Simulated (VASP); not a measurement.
# CaSe (I4mm) in VASP: notebook

CaSe is run at these levels: PBE; tasks: single point.

Program: VASP 6.6.1. These are calculated values, not measurements. Logs are shortened: lines on timing, memory, paths and dates and some standing lists are left out, and cuts for length are marked.

## (1) The cell of the first run

Symmetry: I4mm, No. 107, tetragonal system. Conventional cell: a = 4.180 Å, b = 4.180 Å, c = 5.912 Å, α = 90.00°, β = 90.00°, γ = 90.00°. Within 3.6 Å of Ca (site symmetry 4mm) lie 6 Se at 2.76 to 3.16 Å. Se (site symmetry 4mm) has 6 Ca at 2.76 to 3.16 Å within 3.6 Å.

## (2) Single point, PBE

INCAR reads:

```
SYSTEM = CaSe
ALGO = Normal
EDIFF = 1E-6
ENCUT = 520
GGA = PE
ISIF = 2
ISMEAR = 0
LASPH = .TRUE.
LCHARG = .FALSE.
LREAL = .FALSE.
LWAVE = .FALSE.
NBANDS = 15
NELM = 100
PREC = Accurate
SIGMA = 0.01
```

KPOINTS reads:

```
k-points
0
G
  6 6 6
  0 0 0
```

POSCAR reads:

```
CaSe
1.0
    0.0000000000      2.9560000000      2.9560000000
    2.9560000000      0.0000000000      2.9560000000
    2.9560000000      2.9560000000      0.0000000000
Ca Se
1 1
Direct
    0.0000000000      0.0000000000      0.0000000000
    0.5338294993      0.4661705007      0.4661705007
```

Potentials or basis: VASP PAW PBE potentials, release 64 (Ca_sv, Se).

The run is started by

```bash
$ cat potpaw_PBE.64/Ca_sv/POTCAR potpaw_PBE.64/Se/POTCAR > POTCAR
$ mpirun -np 1 vasp_std > vasp.out
```

OUTCAR:

```text
SYSTEM = CaSe
   EDIFF = 1E-6
   ENCUT = 520
   GGA = PE
   ISIF = 2
   ISMEAR = 0
   LASPH = .TRUE.
   LREAL = .FALSE.
   NELM = 100
   PREC = Accurate

 ion  position               nearest neighbor table
   1  0.000  0.000  0.000-   2 2.76   2 2.96   2 2.96   2 2.96   2 2.96
   2  0.534  0.466  0.466-   1 2.76   1 2.96   1 2.96   1 2.96   1 2.96

  LATTYP: Found a face centered cubic cell.
 ALAT       =     5.9120000000

  Lattice vectors:

 A1 = (   0.0000000000,   2.9560000000,   2.9560000000)
 A2 = (   2.9560000000,   0.0000000000,   2.9560000000)
 A3 = (   2.9560000000,   2.9560000000,   0.0000000000)

Analysis of symmetry for initial positions (statically):
=====================================================================
 Subroutine PRICEL returns:
 Original cell was already a primitive cell.

 Routine SETGRP: Setting up the symmetry group for a
 face centered cubic supercell.

 Subroutine GETGRP returns: Found  8 space group operations
 (whereof  8 operations were pure point group operations)
 out of a pool of 48 trial point group operations.

The static configuration has the point symmetry C_4v.

Analysis of symmetry for dynamics (positions and initial velocities):
=====================================================================
 Subroutine PRICEL returns:
 Original cell was already a primitive cell.

 Routine SETGRP: Setting up the symmetry group for a
 face centered cubic supercell.

 Subroutine GETGRP returns: Found  8 space group operations
 (whereof  8 operations were pure point group operations)
 out of a pool of 48 trial point group operations.

The dynamic configuration has the point symmetry C_4v.

 Subroutine INISYM returns: Found  8 space group operations
 (whereof  8 operations are pure point group operations),
 and found     1 'primitive' translations

----------------------------------------------------------------------------------------

                                     Primitive cell

  volume of cell :      51.6587

  direct lattice vectors                    reciprocal lattice vectors
     0.000000000  2.956000000  2.956000000    -0.169147497  0.169147497  0.169147497
     2.956000000  0.000000000  2.956000000     0.169147497 -0.169147497  0.169147497
     2.956000000  2.956000000  0.000000000     0.169147497  0.169147497 -0.169147497

  length of vectors
     4.180415290  4.180415290  4.180415290     0.292972058  0.292972058  0.292972058

  position of ions in fractional coordinates (direct lattice)
     0.000000000  0.000000000  0.000000000
     0.533829499  0.466170501  0.466170501

  ion indices of the primitive-cell ions
   primitive index   ion index
                 1           1
                 2           2

----------------------------------------------------------------------------------------

 KPOINTS: k-points

Automatic generation of k-mesh.
 Grid dimensions read from file:
 generate k-points for:    6    6    6

 Generating k-lattice:

  Cartesian coordinates                     Fractional coordinates (reciprocal lattice)
    -0.028191249  0.028191249  0.028191249     0.166666667  0.000000000  0.000000000
     0.028191249 -0.028191249  0.028191249     0.000000000  0.166666667  0.000000000
     0.028191249  0.028191249 -0.028191249     0.000000000  0.000000000  0.166666667

  Length of vectors
     0.048828676  0.048828676  0.048828676

  Shift w.r.t. Gamma in fractional coordinates (k-lattice)
     0.000000000  0.000000000  0.000000000

 Subroutine IBZKPT returns following result:
 ===========================================

 Found     30 irreducible k-points:

 Following reciprocal coordinates:
            Coordinates               Weight
  0.000000  0.000000  0.000000      1.000000
  0.166667  0.000000  0.000000      8.000000
  0.333333  0.000000  0.000000      8.000000
  0.500000  0.000000  0.000000      4.000000
  0.166667  0.166667  0.000000      4.000000
  0.000000  0.166667  0.166667      2.000000
[... 16 lines left out ...]
  0.500000  0.333333  0.166667      8.000000
  0.166667  0.500000  0.333333      8.000000
 [... further k-points ...]
   k-points           NKPTS =     30   k-points in BZ     NKDIM =     30   number of bands    NBANDS=     15
   number of dos      NEDOS =    301   number of ions     NIONS =      2
   total plane-waves  NPLWV =  32768
   dimension x,y,z NGX =    32 NGY =   32 NGZ =   32
   dimension x,y,z NGXF=    64 NGYF=   64 NGZF=   64
   ions per type =               1   1
   NGX,Y,Z   is equivalent  to a cutoff of  12.73, 12.73, 12.73 a.u.
   NGXF,Y,Z  is equivalent  to a cutoff of  25.45, 25.45, 25.45 a.u.
 SYSTEM =  CaSe
   PREC   = accura    normal or accurate (medium, high low for compatibility)
   ISTART =      0    job   : 0-new  1-cont  2-samecut
   ICHARG =      2    charge: 1-file 2-atom 10-const
   ISPIN  =      1    spin polarized calculation?
   LNONCOLLINEAR =      F non collinear calculations
   LSORBIT =      F    spin-orbit coupling
   LASPH  =      T    aspherical Exc in radial PAW
   ENCUT  =  520.0 eV  38.22 Ry    6.18 a.u.   7.77  7.77  7.77*2*pi/ulx,y,z
   NELM   =    100;   NELMIN=  2; NELMDL= -5     # of ELM steps
   EDIFF  = 0.1E-05   stopping-criterion for ELM
   LREAL  =      F    real-space projection
   EDIFFG = 0.1E-04   stopping-criterion for IOM
   NSW    =      0    number of steps for IOM
   IBRION =     -1    ionic relax: 0-MD 1-quasi-New 2-CG
   NFREE  =      0    steps in history (QN), initial steepest desc. (CG)
   ISIF   =      2    stress and relaxation
   ISYM   =      2    0-nonsym 1-usesym 2-fastsym
   POTIM  = 0.5000    time-step for ionic-motion
   TEBEG  =    0.0;   TEEND  =   0.0 temperature during run
   PSTRESS=    0.0 pullay stress
   NELECT =      16.0000    total number of electrons
   NUPDOWN=      -1.0000    fix difference up-down
   EMIN   =  10.00;   EMAX   =-10.00  energy-range for DOS
   EFERMI =   0.00;   METHOD = LEGACY
   ISMEAR =     0;   SIGMA  =   0.01  broadening in eV -4-tet -1-fermi 0-gaus
   EFERMI_NEDOS =   21; number of points for ismear=-14 and -15
   IALGO  =     38    algorithm
   IMIX   =      4    mixing-type and parameters
     AMIX     =   0.40;   BMIX     =  1.00
     AMIX_MAG =   1.60;   BMIX_MAG =  1.00
  volume/ion in A,a.u.               =      25.83       174.30
  Fermi-wavevector in a.u.,A,eV,Ry     =   1.107645  2.093145 16.692666  1.226876
  Thomas-Fermi vector in A             =   2.244161
   LORBIT       =      0    0 simple, 1 ext, 2 COOP (PROOUT), +10 PAW based schemes
   GGA     = PE    functional components
   LHFCALC =     F    Hartree Fock is set to
   AEXX    =    0.0000 exact exchange contribution
   IVDW    =     0    specifies the selected vdW correction
   LEPSILON=     F    determine dielectric tensor
   LRPA    =     F    only Hartree local field effects (RPA)
 non-spin polarized calculation
 Gauss-broadening in eV      SIGMA  =   0.01
  energy-cutoff  :      520.00
  volume of cell :       51.66
 maximum number of plane-waves:      1411
   NGX = 15   NGY = 15   NGZ = 15

 number of electron      15.9999999 magnetization

 Free energy of the ion-electron system (eV)
  ---------------------------------------------------
  ext. energy  EPLUGINS =         0.00000000
  ---------------------------------------------------
  free energy    TOTEN  =        -9.41197214 eV

  energy without entropy =       -9.41197214  energy(sigma->0) =       -9.41197214

 E-fermi :   2.5599     XC(G=0):  -9.1535

 val. band max:        2.3878442734   @ k =   0.0000   0.0000   0.0000
 cond. band min:       4.4859017739   @ k =   0.0000   0.5000   0.5000
 fundamental gap:      2.0980575006
 Fermi energy:         2.5598834484

 k-point     1 :       0.0000    0.0000    0.0000
  band No.  band energies     occupation
      1     -37.2600      2.00000
      2     -18.2671      2.00000
      3     -18.2566      2.00000
      4     -18.2566      2.00000
      5      -9.3517      2.00000
      6       2.3595      2.00000
      7       2.3878      2.00000
      8       2.3878      2.00000
      9       5.7915      0.00000
     10       6.1938      0.00000
     11       6.2702      0.00000
     12       6.2702      0.00000
     13       6.7595      0.00000
     14       6.9346      0.00000
     15      12.0494      0.00000

 k-point     2 :       0.1667    0.0000    0.0000
  band No.  band energies     occupation
      1     -37.2583      2.00000
      2     -18.2918      2.00000
      3     -18.2640      2.00000
      4     -18.2587      2.00000
      5      -9.1918      2.00000
      6       1.2189      2.00000
      7       2.0313      2.00000
      8       2.0467      2.00000
      9       6.0714      0.00000
     10       6.5061      0.00000
     11       6.5184      0.00000
     12       7.1975      0.00000
     13       7.5250      0.00000
     14       7.7481      0.00000
     15      12.2172      0.00000

 k-point     3 :       0.3333    0.0000    0.0000
  band No.  band energies     occupation
      1     -37.2548      2.00000
      2     -18.3497      2.00000
      3     -18.2686      2.00000
      4     -18.2629      2.00000
      5      -8.8463      2.00000
      6      -0.2367      2.00000
      7       1.4858      2.00000
      8       1.4943      2.00000
      9       6.3500      0.00000
     10       7.3089      0.00000
     11       7.3129      0.00000
     12       8.5455      0.00000
     13       8.9356      0.00000
     14       9.0392      0.00000
     15      11.8961      0.00000

 k-point     4 :       0.5000    0.0000    0.0000
  band No.  band energies     occupation
      1     -37.2531      2.00000
      2     -18.3784      2.00000
      3     -18.2706      2.00000
      4     -18.2650      2.00000
      5      -8.6570      2.00000
      6      -0.8271      2.00000
      7       1.2623      2.00000
      8       1.2680      2.00000
      9       6.8890      0.00000
     10       7.8815      0.00000
     11       7.9640      0.00000
     12       8.0007      0.00000
     13       9.7224      0.00000
     14       9.9310      0.00000
     15      10.8000      0.00000
[... 307 lines left out ...]
 k-point    22 :       0.0000    0.5000    0.5000
  band No.  band energies     occupation
      1     -37.2507      2.00000
      2     -18.3549      2.00000
      3     -18.2907      2.00000
      4     -18.2907      2.00000
      5      -8.7676      2.00000
      6      -0.0393      2.00000
      7       1.5180      2.00000
      8       1.5180      2.00000
      9       4.4859      0.00000
     10       7.4988      0.00000
     11       7.5422      0.00000
     12       8.3469      0.00000
     13       8.4944      0.00000
     14       8.4944      0.00000
     15      12.8752      0.00000

 k-point    23 :       0.5000    0.3333    0.1667
  band No.  band energies     occupation
      1     -37.2525      2.00000
      2     -18.3362      2.00000
      3     -18.3038      2.00000
      4     -18.2746      2.00000
      5      -8.7559      2.00000
      6      -0.1153      2.00000
      7       1.0475      2.00000
      8       1.3077      2.00000
      9       5.9286      0.00000
     10       7.4603      0.00000
     11       8.0032      0.00000
     12       8.3136      0.00000
     13       8.6201      0.00000
     14       9.9691      0.00000
     15      10.6753      0.00000

 k-point    24 :       0.1667    0.5000    0.3333
  band No.  band energies     occupation
      1     -37.2525      2.00000
      2     -18.3455      2.00000
      3     -18.2935      2.00000
      4     -18.2770      2.00000
      5      -8.7529      2.00000
      6      -0.0985      2.00000
      7       1.0576      2.00000
      8       1.2750      2.00000
      9       6.0286      0.00000
     10       7.5273      0.00000
     11       7.9496      0.00000
     12       8.1993      0.00000
     13       8.4909      0.00000
     14       9.9295      0.00000
     15      10.9208      0.00000

 [... further k-points ...]

------------------------ aborting loop because EDIFF is reached ----------------------------------------

  FORCE on cell =-STRESS in cart. coord.  units (eV):
  Direction    XX          YY          ZZ          XY          YZ          ZX
  --------------------------------------------------------------------------------------
  -------------------------------------------------------------------------------------
  Total        1.2682267      0.3783825      0.3783825      0.0000000     -0.0000000      0.0000000
  in kB       39.3336447     11.7354109     11.7354109      0.0000000     -0.0000000      0.0000000
  external PRESSURE =      20.9348222 kB  Pullay stress =       0.0000000 kB

 VOLUME and BASIS-vectors are now :
 -----------------------------------------------------------------------------
  energy-cutoff  :      520.00
  volume of cell :       51.66
      direct lattice vectors                 reciprocal lattice vectors
     0.000000000  2.956000000  2.956000000    -0.169147497  0.169147497  0.169147497
     2.956000000  0.000000000  2.956000000     0.169147497 -0.169147497  0.169147497
     2.956000000  2.956000000  0.000000000     0.169147497  0.169147497 -0.169147497

 POSITION                                       TOTAL-FORCE (eV/Angst)
 -----------------------------------------------------------------------------------
      0.00000      0.00000      0.00000        -0.714840      0.000000      0.000000
      2.75600      2.95600      2.95600         0.714840      0.000000      0.000000
 -----------------------------------------------------------------------------------
    total drift:                               -0.000065      0.000000      0.000000

  FREE ENERGIE OF THE ION-ELECTRON SYSTEM (eV)
  ---------------------------------------------------
  free  energy   TOTEN  =        -9.4119721438 eV

  energy  without entropy=       -9.4119721438  energy(sigma->0) =       -9.41197214
```

Wall time 28 s (1 thread of Intel Xeon 8259CL, shared host); peak memory 0.18 GiB.

Results:

- Free energy: -9.4120 eV
- Pressure: 2.1 GPa
- Largest force: 0.715 eV/Å
- Band gap on the k mesh: 2.10 eV (least direct gap 2.97 eV)

Forces in eV/Å, atoms in the order of the input:
```
Ca  -0.715  0.000  0.000
Se   0.715  0.000  0.000
```

Stress tensor (GPa, compression positive):
```
3.93 0.00 0.00
0.00 1.17 0.00
0.00 0.00 1.17
```

A k mesh can miss the band edges.

## (3) Single point, PBE

INCAR reads:

```
SYSTEM = CaSe
  PREC = Accurate
  ENCUT = 520
  EDIFF = 1E-7
  ISMEAR = 0
  SIGMA = 0.01
  LREAL = .False.
  LASPH = .True.
  NELM = 100
  ALGO = Normal
  ISIF = 2
  LWAVE = .False.
  LCHARG = .True.
  GGA = PE
  LELF = .True.
  LVHAR = .True.
  NBANDS = 15
```

KPOINTS reads:

```
Automatic mesh
0
Gamma
  6 6 6
  0 0 0
```

Changes to POSCAR since step 2:

```diff
@@ -9,2 +9,2 @@
     0.0000000000      0.0000000000      0.0000000000
-    0.5338294993      0.4661705007      0.4661705007
+    0.4661705007      0.5338294993      0.5338294993
```

Potentials or basis: VASP PAW PBE potentials, release 64 (Ca_sv, Se).

The run is started by

```bash
$ cat potpaw_PBE.64/Ca_sv/POTCAR potpaw_PBE.64/Se/POTCAR > POTCAR
$ mpirun -np 1 vasp_std > vasp.out
```

It took 27 s on 1 thread of Intel Xeon 8259CL, shared host; peak memory 0.18 GiB.

It converged, with:

```
Free energy            : -9.4120 eV
Pressure               : 2.1 GPa
Largest force          : 0.715 eV/Å
Band gap on the k mesh : 2.10 eV (least direct gap 2.97 eV)
```

Forces on the atoms (eV/Å):
```
Ca   0.715  0.000  0.000
Se  -0.715  0.000  0.000
```

Stress tensor (GPa, compression positive):
```
3.93 0.00 0.00
0.00 1.17 0.00
0.00 0.00 1.17
```

Levels at points of the mesh, in eV from the valence-band top:
| k point | band 4 | band 5 | band 6 | band 7 | band 8 | band 9 | band 10 | band 11 | band 12 | band 13 |
| --- | --- | --- | --- | --- | --- | --- | --- | --- | --- | --- |
| (0.00, 0.00, 0.00) | -20.64 | -11.74 | -0.03 | 0.00 | 0.00 | 3.40 | 3.81 | 3.88 | 3.88 | 4.37 |
| (0.50, 0.00, 0.00) | -20.65 | -11.04 | -3.21 | -1.13 | -1.12 | 4.50 | 5.49 | 5.58 | 5.61 | 7.33 |
| (0.50, 0.50, 0.00) | -20.68 | -11.16 | -2.46 | -0.96 | -0.88 | 2.22 | 5.08 | 5.17 | 6.11 | 6.13 |
| (0.00, 0.50, 0.50) | -20.68 | -11.16 | -2.43 | -0.87 | -0.87 | 2.10 | 5.11 | 5.15 | 5.96 | 6.11 |
